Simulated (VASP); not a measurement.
Input of a VASP 6.6.1 run:

INCAR

```
SYSTEM = BiTe
PREC     = Accurate       ! precision mode
ENCUT    = 600            ! plane-wave cutoff, eV
EDIFF    = 1E-6           ! SCF threshold, eV
ISMEAR   = 0              ! smearing method
SIGMA    = 0.05           ! smearing width, eV
LREAL    = .False.        ! projectors in reciprocal space
LASPH    = .True.         ! aspherical terms in the spheres
NELM     = 60             ! most SCF steps
ALGO     = Normal         ! electronic algorithm
ISIF     = 4              ! what is computed and relaxed
LWAVE    = .False.        ! write WAVECAR
LCHARG   = .False.        ! write CHGCAR
GGA      = PE             ! functional
IBRION   = 2              ! ionic algorithm
NSW      = 60             ! ionic steps
EDIFFG   = -0.01          ! ionic threshold
```

File KPOINTS:

```
Automatic mesh
0
Gamma
  8 8 4
  0 0 0
```

File POSCAR:

```
BiTe
1.0
    5.3986374347      0.0000000000      0.0000000000
   -2.6993187174      4.6753571643      0.0000000000
    0.0000000000      0.0000000000      6.3333636378
Bi Te
2 2
Direct
    0.6666666667      0.3333333333      0.0626000000
    0.3333333333      0.6666666667      0.5626000000
    0.6666666667      0.3333333333      0.5626000000
    0.3333333333      0.6666666667      0.0626000000
```

Potentials or basis: VASP PAW PBE potentials, release 64 (Bi_d, Te).

The run is started by

```console
$ cat potpaw_PBE.64/Bi_d/POTCAR potpaw_PBE.64/Te/POTCAR > POTCAR
$ mpirun -np 1 vasp_std > vasp.out
```

(1) Estimate the band gap on the k mesh.

Results:

(1) zero (bands 21 and 22 overlap by 1.20 eV).

Caveat: spin-orbit coupling is left out, which moves the levels of the heavy elements.
